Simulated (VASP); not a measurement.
# La (P6_3/mmc) in VASP: notebook, part 2 of 2

VASP 6.6.1. The steps go on from the part before.

## Step 3: Single point, LDA (volume scaled by 0.88)

INCAR reads:

```
SYSTEM = La
PREC     = Accurate       ! precision mode
ENCUT    = 520            ! plane-wave cutoff, eV
EDIFF    = 1E-7           ! SCF threshold, eV
ISMEAR   = -1             ! smearing method
SIGMA    = 0.1            ! smearing width, eV
LREAL    = .False.        ! projectors in reciprocal space
LASPH    = .True.         ! aspherical terms in the spheres
NELM     = 60             ! most SCF steps
ALGO     = Normal         ! electronic algorithm
ISIF     = 2              ! what is computed and relaxed
LWAVE    = .False.        ! write WAVECAR
LCHARG   = .False.        ! write CHGCAR
GGA      = CA             ! functional
NBANDS   = 18             ! bands
```

KPOINTS reads:

```
Automatic mesh
0
Gamma
  11 11 6
  0 0 0
```

POSCAR reads:

```
La
1.0
    3.4300499141      0.0000000000      0.0000000000
   -1.7150249570      2.9705103618      0.0000000000
    0.0000000000      0.0000000000      5.6675723354
La
2
Direct
    0.3333333333      0.6666666667      0.2500000000
    0.6666666667      0.3333333333      0.7500000000
```

Potentials or basis: VASP PAW LDA potentials, release 64 (La).

Started as:

```console
$ cat potpaw_LDA.64/La/POTCAR > POTCAR
$ mpirun -np 1 vasp_std > vasp.out
```

OUTCAR:

```text
SYSTEM = La
   PREC = Accurate
   ENCUT = 520
   EDIFF = 1E-7
   ISMEAR = -1
   LREAL = .False.
   LASPH = .True.
   NELM = 60
   ISIF = 2
   GGA = CA

 ion  position               nearest neighbor table
   1  0.333  0.667  0.250-   2 3.46   2 3.46   2 3.46   2 3.46   2 3.46   2 3.46
   2  0.667  0.333  0.750-   1 3.46   1 3.46   1 3.46   1 3.46   1 3.46   1 3.46

  LATTYP: Found a hexagonal cell.
 ALAT       =     3.4300499141
 C/A-ratio  =     1.6523294055

  Lattice vectors:

 A1 = (   3.4300499141,   0.0000000000,   0.0000000000)
 A2 = (  -1.7150249570,   2.9705103618,   0.0000000000)
 A3 = (   0.0000000000,   0.0000000000,   5.6675723354)

Analysis of symmetry for initial positions (statically):
=====================================================================
 Subroutine PRICEL returns:
 Original cell was already a primitive cell.

 Routine SETGRP: Setting up the symmetry group for a
 hexagonal supercell.

 Subroutine GETGRP returns: Found 24 space group operations
 (whereof 12 operations were pure point group operations)
 out of a pool of 24 trial point group operations.

The static configuration has the point symmetry D_3d.
 The point group associated with its full space group is D_6h.

Analysis of symmetry for dynamics (positions and initial velocities):
=====================================================================
 Subroutine PRICEL returns:
 Original cell was already a primitive cell.

 Routine SETGRP: Setting up the symmetry group for a
 hexagonal supercell.

 Subroutine GETGRP returns: Found 24 space group operations
 (whereof 12 operations were pure point group operations)
 out of a pool of 24 trial point group operations.

The dynamic configuration has the point symmetry D_3d.
 The point group associated with its full space group is D_6h.

 Subroutine INISYM returns: Found 24 space group operations
 (whereof 12 operations are pure point group operations),
 and found     1 'primitive' translations

----------------------------------------------------------------------------------------

                                     Primitive cell

  volume of cell :      57.7469

  direct lattice vectors                    reciprocal lattice vectors
     3.430049914  0.000000000  0.000000000     0.291540947  0.168321244  0.000000000
    -1.715024957  2.970510362  0.000000000     0.000000000  0.336642488  0.000000000
     0.000000000  0.000000000  5.667572335     0.000000000  0.000000000  0.176442389

  length of vectors
     3.430049914  3.430049914  5.667572335     0.336642488  0.336642488  0.176442389

  position of ions in fractional coordinates (direct lattice)
     0.333333333  0.666666667  0.250000000
     0.666666667  0.333333333  0.750000000

  ion indices of the primitive-cell ions
   primitive index   ion index
                 1           1
                 2           2

----------------------------------------------------------------------------------------

 KPOINTS: Automatic mesh

Automatic generation of k-mesh.
 Grid dimensions read from file:
 generate k-points for:   11   11    6

 Generating k-lattice:

  Cartesian coordinates                     Fractional coordinates (reciprocal lattice)
     0.026503722  0.015301931  0.000000000     0.090909091 -0.000000000  0.000000000
     0.000000000  0.030603863  0.000000000     0.000000000  0.090909091  0.000000000
     0.000000000  0.000000000  0.029407065     0.000000000  0.000000000  0.166666667

  Length of vectors
     0.030603863  0.030603863  0.029407065

  Shift w.r.t. Gamma in fractional coordinates (k-lattice)
     0.000000000  0.000000000  0.000000000

 Subroutine IBZKPT returns following result:
 ===========================================

 Found     64 irreducible k-points:

 Following reciprocal coordinates:
            Coordinates               Weight
  0.000000  0.000000  0.000000      1.000000
  0.090909  0.000000  0.000000      6.000000
  0.181818  0.000000  0.000000      6.000000
  0.272727  0.000000  0.000000      6.000000
  0.363636  0.000000  0.000000      6.000000
  0.454545 -0.000000  0.000000      6.000000
[... 16 lines left out ...]
  0.090909  0.090909  0.166667     12.000000
  0.181818  0.090909  0.166667     24.000000
 [... further k-points ...]
   k-points           NKPTS =     64   k-points in BZ     NKDIM =     64   number of bands    NBANDS=     18
   number of dos      NEDOS =    301   number of ions     NIONS =      2
   total plane-waves  NPLWV =  32928
   dimension x,y,z NGX =    28 NGY =   28 NGZ =   42
   dimension x,y,z NGXF=    56 NGYF=   56 NGZF=   84
   ions per type =               2
   NGX,Y,Z   is equivalent  to a cutoff of  13.57, 13.57, 12.32 a.u.
   NGXF,Y,Z  is equivalent  to a cutoff of  27.14, 27.14, 24.64 a.u.
 SYSTEM =  La
   PREC   = accura    normal or accurate (medium, high low for compatibility)
   ISTART =      0    job   : 0-new  1-cont  2-samecut
   ICHARG =      2    charge: 1-file 2-atom 10-const
   ISPIN  =      1    spin polarized calculation?
   LNONCOLLINEAR =      F non collinear calculations
   LSORBIT =      F    spin-orbit coupling
   LASPH  =      T    aspherical Exc in radial PAW
   ENCUT  =  520.0 eV  38.22 Ry    6.18 a.u.   6.38  6.38 10.54*2*pi/ulx,y,z
   NELM   =     60;   NELMIN=  2; NELMDL= -5     # of ELM steps
   EDIFF  = 0.1E-06   stopping-criterion for ELM
   LREAL  =      F    real-space projection
   EDIFFG = 0.1E-05   stopping-criterion for IOM
   NSW    =      0    number of steps for IOM
   IBRION =     -1    ionic relax: 0-MD 1-quasi-New 2-CG
   NFREE  =      0    steps in history (QN), initial steepest desc. (CG)
   ISIF   =      2    stress and relaxation
   ISYM   =      2    0-nonsym 1-usesym 2-fastsym
   POTIM  = 0.5000    time-step for ionic-motion
   TEBEG  =    0.0;   TEEND  =   0.0 temperature during run
   PSTRESS=    0.0 pullay stress
   NELECT =      22.0000    total number of electrons
   NUPDOWN=      -1.0000    fix difference up-down
   EMIN   =  10.00;   EMAX   =-10.00  energy-range for DOS
   EFERMI =   0.00;   METHOD = LEGACY
   ISMEAR =    -1;   SIGMA  =   0.10  broadening in eV -4-tet -1-fermi 0-gaus
   EFERMI_NEDOS =   21; number of points for ismear=-14 and -15
   IALGO  =     38    algorithm
   IMIX   =      4    mixing-type and parameters
     AMIX     =   0.40;   BMIX     =  1.00
     AMIX_MAG =   1.60;   BMIX_MAG =  1.00
  volume/ion in A,a.u.               =      28.87       194.85
  Fermi-wavevector in a.u.,A,eV,Ry     =   1.186787  2.242703 19.163315  1.408464
  Thomas-Fermi vector in A             =   2.322952
   LORBIT       =      0    0 simple, 1 ext, 2 COOP (PROOUT), +10 PAW based schemes
   GGA     = CA    functional components
   LHFCALC =     F    Hartree Fock is set to
   AEXX    =    0.0000 exact exchange contribution
   IVDW    =     0    specifies the selected vdW correction
   LEPSILON=     F    determine dielectric tensor
   LRPA    =     F    only Hartree local field effects (RPA)
 non-spin polarized calculation
  energy-cutoff  :      520.00
  volume of cell :       57.75
 maximum number of plane-waves:      1571
 NGX is ok and might be reduce to    28
   NGX = 13   NGY = 13   NGZ = 21

 number of electron      21.9999999 magnetization

 Free energy of the ion-electron system (eV)
  ---------------------------------------------------
  ext. energy  EPLUGINS =         0.00000000
  ---------------------------------------------------
  free energy    TOTEN  =       -11.05570152 eV

  energy without entropy =      -10.95121222  energy(sigma->0) =      -11.00345687

 E-fermi :  10.3692     XC(G=0): -10.8296

 val. band max:       10.3641693657   @ k =   0.2727   0.2727   0.5000
 cond. band min:      10.3785297317   @ k =   0.0909   0.0909   0.0000
 fundamental gap:      0.0143603660
 Fermi energy:        10.3691532550

 k-point     1 :       0.0000    0.0000    0.0000
  band No.  band energies     occupation
      1     -22.2368      2.00000
      2     -21.7451      2.00000
      3      -7.2214      2.00000
      4      -4.7804      2.00000
      5      -4.7804      2.00000
      6      -4.4954      2.00000
[... 10 lines left out ...]
     17      12.3498      0.00000
     18      12.4296      0.00000
[... 463 lines left out ...]
 k-point    24 :       0.1818    0.0909    0.1667
  band No.  band energies     occupation
      1     -21.9967      2.00000
      2     -21.6635      2.00000
      3      -6.7268      2.00000
      4      -5.7976      2.00000
      5      -5.6669      2.00000
      6      -5.1005      2.00000
[... 10 lines left out ...]
     17      12.4744      0.00000
     18      12.5188      0.00000

 [... further k-points ...]

------------------------ aborting loop because EDIFF is reached ----------------------------------------

  FORCE on cell =-STRESS in cart. coord.  units (eV):
  Direction    XX          YY          ZZ          XY          YZ          ZX
  --------------------------------------------------------------------------------------
  -------------------------------------------------------------------------------------
  Total        1.3586562      1.3586562      1.5178128      0.0000000      0.0000000      0.0000000
  in kB       37.6956794     37.6956794     42.1114508      0.0000000      0.0000000      0.0000000
  external PRESSURE =      39.1676032 kB  Pullay stress =       0.0000000 kB

 VOLUME and BASIS-vectors are now :
 -----------------------------------------------------------------------------
  energy-cutoff  :      520.00
  volume of cell :       57.75
      direct lattice vectors                 reciprocal lattice vectors
     3.430049914  0.000000000  0.000000000     0.291540947  0.168321244  0.000000000
    -1.715024957  2.970510362  0.000000000     0.000000000  0.336642488  0.000000000
     0.000000000  0.000000000  5.667572335     0.000000000  0.000000000  0.176442389

 POSITION                                       TOTAL-FORCE (eV/Angst)
 -----------------------------------------------------------------------------------
     -0.00000      1.98034      1.41689         0.000000      0.000000      0.000000
      1.71502      0.99017      4.25068        -0.000000     -0.000000      0.000000
 -----------------------------------------------------------------------------------
    total drift:                               -0.000000      0.000000     -0.000000

  FREE ENERGIE OF THE ION-ELECTRON SYSTEM (eV)
  ---------------------------------------------------
  free  energy   TOTEN  =       -11.0557015215 eV

  energy  without entropy=      -10.9512122167  energy(sigma->0) =      -11.00345687
```

Wall time 52 s (1 thread of Intel Xeon Platinum 8488C (Sapphire Rapids), shared host); peak memory 0.2 GiB.

What came out:

- Free energy: -11.0557 eV
- Pressure: 3.9 GPa
- Band gap on the k mesh: zero (band 11 reaches 11.30 eV, above the bottom of band 12 at 9.53 eV)

Levels at points of the mesh, in eV from the Fermi level:
```tsv
k point	band 8	band 9	band 10	band 11	band 12	band 13	band 14	band 15
(0.00, 0.00, 0.00)	-14.82	-2.79	-2.01	0.93	1.46	1.46	1.60	1.72
(0.00, 0.00, 0.50)	-14.99	-1.52	-1.52	0.82	0.82	1.55	1.55	1.55
```

Caveat: spin-orbit coupling is left out, which moves the levels of the heavy elements.

## Step 4: Single point, LDA (volume scaled by 0.92)

INCAR reads:

```
PREC = Accurate ; ENCUT = 520
EDIFF = 1E-6 ; ISMEAR = -1
SIGMA = 0.1 ; LREAL = False
LASPH = True ; NELM = 60
ALGO = Normal ; ISIF = 2
LWAVE = False ; LCHARG = True
GGA = CA ; LELF = True
LVHAR = True ; NBANDS = 18
```

KPOINTS reads:

```
Automatic mesh
0
Gamma
  11 11 6
```

POSCAR reads:

```
La
1.0
    3.4812522377      0.0000000000      0.0000000000
   -1.7406261188      3.0148528748      0.0000000000
    0.0000000000      0.0000000000      5.7521754403
La
2
Direct
    0.3333333333      0.6666666667      0.2500000000
    0.6666666667      0.3333333333      0.7500000000
```

Started as:

```console
$ cat potpaw_LDA.64/La/POTCAR > POTCAR
$ mpirun -np 1 vasp_std > vasp.out
```

Run time: 51 s. Hardware: 1 thread of Intel Xeon Platinum 8488C (Sapphire Rapids), shared host; peak memory 0.2 GiB.

The run converged. Its results:

* Free energy: -11.1072 eV
* Pressure: 2.3 GPa
* Band gap on the k mesh: zero (band 11 reaches 10.79 eV, above the bottom of band 12 at 9.09 eV)

Stress tensor (GPa, compression positive):
```
2.28 0.00 0.00
0.00 2.28 0.00
0.00 0.00 2.46
```

Levels at points of the mesh, in eV from the Fermi level:
```csv
k point,band 8,band 9,band 10,band 11,band 12,band 13,band 14,band 15
"(0.00, 0.00, 0.00)",-14.98,-2.90,-1.96,0.95,1.45,1.45,1.58,1.68
"(0.00, 0.00, 0.50)",-15.14,-1.59,-1.59,0.76,0.76,1.54,1.54,1.54
```

Caveat: spin-orbit coupling is left out, which moves the levels of the heavy elements.

## Step 5: Overview

```csv
cell,k mesh,gap on the mesh (eV),pressure (GPa)
"a = 3.579, b = 3.579, c = 5.914 Å, angles 90.0, 90.0, 120.0°, 2 atoms",10 × 10 × 5,none,-0.1
"a = 3.430, b = 3.430, c = 5.668 Å, angles 90.0, 90.0, 120.0°, 2 atoms",11 × 11 × 6,none,3.9
"a = 3.481, b = 3.481, c = 5.752 Å, angles 90.0, 90.0, 120.0°, 2 atoms",11 × 11 × 6,none,2.3
```

Alike in all rows: task single point; level LDA; potentials or basis VASP PAW LDA potentials, release 64 (La); no spin polarisation; cutoff (eV) 520; smearing fermi-dirac 0.1 eV.

Caveats: spin-orbit coupling is left out, which moves the levels of the heavy elements.

Total energies depend on the potentials used, so only differences within one code and one set of settings carry meaning.
